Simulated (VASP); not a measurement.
# Al5GaAs6 in VASP: a series of runs, part 2 of 2

VASP 6.6.1.

## (4) Relaxation of cell and atoms, PBE

This run uses another cell than the first one, of 19.99 Å³/atom.

Contents of INCAR:

```
  PREC = Accurate
  ENCUT = 600
  EDIFF = 1E-7
  ISMEAR = 0
  SIGMA = 0.1
  LREAL = False
  LASPH = True
  NELM = 80
  ALGO = Normal
  ISIF = 3
  LWAVE = False
  LCHARG = False
  GGA = PE
  IBRION = 2
  NSW = 90
  EDIFFG = -0.04
```

Contents of KPOINTS:

```
regular mesh
0
Gamma
  4 4 1
```

Contents of POSCAR:

```
Al5GaAs6
1.0
    3.8380647000      0.0000000000      0.0000000000
    0.0000000000      3.8380647000      0.0000000000
    0.0000000000      0.0000000000     16.2835294700
Al Ga As
5 1 6
Direct
    0.0000000000      0.0000000000      0.6666666700
    0.5000000000      0.5000000000      0.8333333300
    0.0000000000      0.0000000000      0.0000000000
    0.5000000000      0.5000000000      0.1666666700
    0.0000000000      0.0000000000      0.3333333300
    0.5000000000      0.5000000000      0.5000000000
    0.5000000000      0.0000000000      0.9166666700
    0.0000000000      0.5000000000      0.0833333300
    0.5000000000      0.0000000000      0.2500000000
    0.0000000000      0.5000000000      0.4166666700
    0.5000000000      0.0000000000      0.5833333300
    0.0000000000      0.5000000000      0.7500000000
```

On the command line:

```sh
$ cat potpaw_PBE.64/Al/POTCAR potpaw_PBE.64/Ga_d/POTCAR potpaw_PBE.64/As/POTCAR > POTCAR
$ mpirun -np 1 vasp_std > vasp.out
```

It took 4.2 min on 1 thread of AMD EPYC 9R45 (Zen 5), shared host; peak memory 0.39 GiB.

The run converged. Its results:

| Quantity | Value |
| --- | --- |
| Free energy | -54.9640 eV |
| Relaxed volume | 23.66 Å³/atom |
| Relaxed cell | a = 4.083 Å, b = 4.083 Å, c = 17.034 Å, α = 90.00°, β = 90.00°, γ = 90.00° |
| Space group after relaxing (to 0.1 Å) | P-4m2 (No. 115) |
| Energy gained by relaxing | 155.3 meV/atom |
| Ionic steps | 7 |
| Pressure after relaxing | -0.2 GPa |
| Largest force after relaxing | 0.014 eV/Å |
| Band gap on the k mesh | 1.31 eV |

Forces on the atoms (eV/Å):
```
Al   0.000  0.000  0.005
Al   0.000  0.000  0.001
Al   0.000  0.000  0.000
Al   0.000  0.000 -0.001
Al   0.000  0.000 -0.005
Ga   0.000  0.000  0.000
As   0.000  0.000 -0.001
As   0.000  0.000  0.001
As   0.000  0.000 -0.014
As   0.000  0.000 -0.004
As   0.000  0.000  0.004
As   0.000  0.000  0.014
```

Step by step:
| step | energy change (eV) | largest force (eV/Å) | pressure (GPa) | volume (Å³) |
| --- | --- | --- | --- | --- |
| 1 | 0.0000 | 0.1246 | 15.84 | 239.87 |
| 2 | -1.2456 | 0.0735 | -5.60 | 315.22 |
| 3 | -1.8593 | 0.0716 | -0.02 | 283.41 |
| 4 | -1.8588 | 0.0718 | 0.19 | 282.49 |
| 5 | -1.8617 | 0.0386 | 0.19 | 282.48 |
| 6 | -1.8636 | 0.0449 | 0.19 | 282.45 |
| 7 | -1.8639 | 0.0137 | -0.16 | 283.94 |

Final structure:
```
CELL_PARAMETERS angstrom
4.08279 0.00000 0.00000
0.00000 4.08279 0.00000
0.00000 0.00000 17.03396
ATOMIC_POSITIONS crystal
Al 0.00000 0.00000 0.66675
Al 0.50000 0.50000 0.83329
Al 0.00000 0.00000 0.00000
Al 0.50000 0.50000 0.16671
Al 0.00000 0.00000 0.33325
Ga 0.50000 0.50000 0.50000
As 0.50000 0.00000 0.91667
As 0.00000 0.50000 0.08333
As 0.50000 0.00000 0.25006
As 0.00000 0.50000 0.41597
As 0.50000 0.00000 0.58403
As 0.00000 0.50000 0.74994
```

Levels at points of the mesh, in eV from the valence-band top:
```csv
k point,band 26,band 27,band 28,band 29,band 30,band 31,band 32,band 33
"(0.00, 0.00, 0.00)",-0.82,-0.06,-0.06,0.00,1.31,1.40,1.81,1.94
"(0.50, 0.00, 0.00)",-1.00,-1.00,-0.97,-0.86,1.86,2.34,2.34,2.41
"(0.50, 0.50, 0.00)",-2.16,-2.16,-2.16,-2.15,1.48,1.48,1.99,2.34
```

Caveat: the volume moved by over 15 % at a fixed basis, so the end points are rough; an odd mesh through Γ misses points on the zone boundary, where band edges can lie.

## (5) Single point, PBE

Contents of INCAR:

```
SYSTEM = Al5GaAs6
  PREC = Accurate
  ENCUT = 520
  EDIFF = 1E-6
  ISMEAR = 0
  SIGMA = 0.02
  LREAL = .False.
  LASPH = .True.
  NELM = 100
  ALGO = Normal
  ISIF = 2
  LWAVE = .False.
  LCHARG = .True.
  GGA = PE
  LELF = .True.
  LVHAR = .True.
  NBANDS = 41
```

Contents of KPOINTS:

```
regular mesh
0
Gamma
  8 8 2
  0 0 0
```

Contents of POSCAR:

```
Al5GaAs6
1.0
    4.0541471163      0.0000000000      0.0000000000
    0.0000000000      4.0541471163      0.0000000000
    0.0000000000      0.0000000000     17.1817147571
Al Ga As
5 1 6
Direct
    0.0000000000      0.0000000000      0.6668944230
    0.5000000000      0.5000000000      0.8334580816
    0.0000000000      0.0000000000      0.0000000000
    0.5000000000      0.5000000000      0.1665419184
    0.0000000000      0.0000000000      0.3331055770
    0.5000000000      0.5000000000      0.5000000000
    0.5000000000      0.0000000000      0.9167331289
    0.0000000000      0.5000000000      0.0832668711
    0.5000000000      0.0000000000      0.2498292468
    0.0000000000      0.5000000000      0.4160494569
    0.5000000000      0.0000000000      0.5839505431
    0.0000000000      0.5000000000      0.7501707532
```

On the command line:

```sh
$ cat potpaw_PBE.64/Al/POTCAR potpaw_PBE.64/Ga_d/POTCAR potpaw_PBE.64/As/POTCAR > POTCAR
$ mpirun -np 1 vasp_std > vasp.out
```

Run time: 6.5 min. Hardware: 1 thread of Intel Xeon Platinum 8488C (Sapphire Rapids), shared host; peak memory 0.5 GiB.

It converged, with:

```
Free energy            : -55.2039 eV
Pressure               : 0.2 GPa
Largest force          : 0.003 eV/Å
Band gap on the k mesh : 1.40 eV
```

Forces on the atoms (eV/Å):
```
Al   0.000  0.000  0.000
Al   0.000  0.000  0.000
Al   0.000  0.000  0.000
Al   0.000  0.000  0.000
Al   0.000  0.000  0.000
Ga   0.000  0.000  0.000
As   0.000  0.000  0.000
As   0.000  0.000  0.000
As   0.000  0.000  0.000
As   0.000  0.000 -0.003
As   0.000  0.000  0.003
As   0.000  0.000  0.000
```

Levels at points of the mesh, in eV from the valence-band top:
```csv
k point,band 26,band 27,band 28,band 29,band 30,band 31,band 32,band 33
"(0.00, 0.00, 0.00)",-0.75,-0.01,0.00,0.00,1.40,1.48,1.90,2.04
"(0.50, 0.00, 0.00)",-0.91,-0.91,-0.88,-0.77,1.93,2.42,2.43,2.50
"(0.50, 0.50, 0.00)",-2.17,-2.17,-2.17,-2.17,1.49,1.49,1.98,2.33
"(0.00, 0.00, 0.50)",-0.32,-0.32,-0.18,-0.18,1.51,1.69,1.99,2.38
"(0.50, 0.00, 0.50)",-0.87,-0.86,-0.84,-0.77,1.59,1.97,2.88,3.09
"(0.50, 0.50, 0.50)",-2.36,-2.36,-2.35,-2.35,1.90,1.90,2.06,2.06
```

## (6) Single point, PBE

Contents of INCAR:

```
  PREC = Accurate
  ENCUT = 520
  EDIFF = 1E-7
  ISMEAR = 0
  SIGMA = 0.02
  LREAL = False
  LASPH = True
  NELM = 60
  ALGO = Normal
  ISIF = 2
  LWAVE = False
  LCHARG = False
  GGA = PE
  NBANDS = 41
```

Contents of KPOINTS:

```
Automatic mesh
0
Gamma
  8 8 2
```

POSCAR is that of step 5.

Potentials or basis: VASP PAW PBE potentials, release 64 (Al, Ga_d, As).

On the command line:

```sh
$ cat potpaw_PBE.64/Al/POTCAR potpaw_PBE.64/Ga_d/POTCAR potpaw_PBE.64/As/POTCAR > POTCAR
$ mpirun -np 1 vasp_std > vasp.out
```

It took 8 min on 1 thread of Intel Xeon Platinum 8488C (Sapphire Rapids), shared host; peak memory 0.51 GiB.

It converged, with:

| Quantity | Value |
| --- | --- |
| Free energy | -55.2039 eV |
| Pressure | 0.2 GPa |
| Largest force | 0.003 eV/Å |
| Band gap on the k mesh | 1.40 eV |

Forces on the atoms (eV/Å):
```
Al   0.000  0.000  0.000
Al   0.000  0.000  0.000
Al   0.000  0.000  0.000
Al   0.000  0.000  0.000
Al   0.000  0.000  0.000
Ga   0.000  0.000  0.000
As   0.000  0.000  0.000
As   0.000  0.000  0.000
As   0.000  0.000  0.000
As   0.000  0.000 -0.003
As   0.000  0.000  0.003
As   0.000  0.000  0.000
```

Levels at points of the mesh, in eV from the valence-band top:
| k point | band 25 | band 26 | band 27 | band 28 | band 29 | band 30 | band 31 | band 32 | band 33 | band 34 |
| --- | --- | --- | --- | --- | --- | --- | --- | --- | --- | --- |
| (0.00, 0.00, 0.00) | -0.75 | -0.75 | -0.01 | 0.00 | 0.00 | 1.40 | 1.48 | 1.90 | 2.04 | 2.19 |
| (0.50, 0.00, 0.00) | -0.95 | -0.91 | -0.91 | -0.88 | -0.77 | 1.93 | 2.42 | 2.43 | 2.50 | 3.20 |
| (0.50, 0.50, 0.00) | -2.65 | -2.17 | -2.17 | -2.17 | -2.17 | 1.49 | 1.49 | 1.98 | 2.33 | 3.09 |
| (0.00, 0.00, 0.50) | -0.77 | -0.32 | -0.32 | -0.18 | -0.18 | 1.51 | 1.69 | 1.99 | 2.38 | 2.47 |
| (0.50, 0.00, 0.50) | -0.92 | -0.87 | -0.86 | -0.84 | -0.77 | 1.59 | 1.97 | 2.88 | 3.09 | 3.09 |
| (0.50, 0.50, 0.50) | -2.40 | -2.36 | -2.36 | -2.35 | -2.35 | 1.90 | 1.90 | 2.06 | 2.06 | 2.35 |

## (7) The runs side by side

```csv
task,cell,k mesh,cutoff (eV),smearing,gap on the mesh (eV),pressure (GPa),largest force (eV/Å)
single point,"a = 4.054, b = 4.054, c = 17.182 Å, 12 atoms",4 × 4 × 1,520,gaussian 0.1 eV,1.39,0.2,0.02
single point,"a = 4.075, b = 4.075, c = 17.016 Å, 12 atoms",4 × 4 × 1,520,gaussian 0.1 eV,1.34,0.2,-
relaxation of cell and atoms,"relaxed from a = 3.838, b = 3.838, c = 16.284 Å, 12 atoms",4 × 4 × 1,600,gaussian 0.1 eV,1.31,-0.2,0.01
single point,"a = 4.054, b = 4.054, c = 17.182 Å, 12 atoms",8 × 8 × 2,520,gaussian 0.02 eV,1.40,0.2,-
```

Alike in all rows: level PBE; potentials or basis VASP PAW PBE potentials, release 64 (Al, Ga_d, As); no spin polarisation.

Caveats: an odd mesh through Γ misses points on the zone boundary, where band edges can lie (at least some runs); the volume moved by over 15 % at a fixed basis, so the end points are rough (at least some runs).

Absolute energies hang on the potentials; compare differences alone.
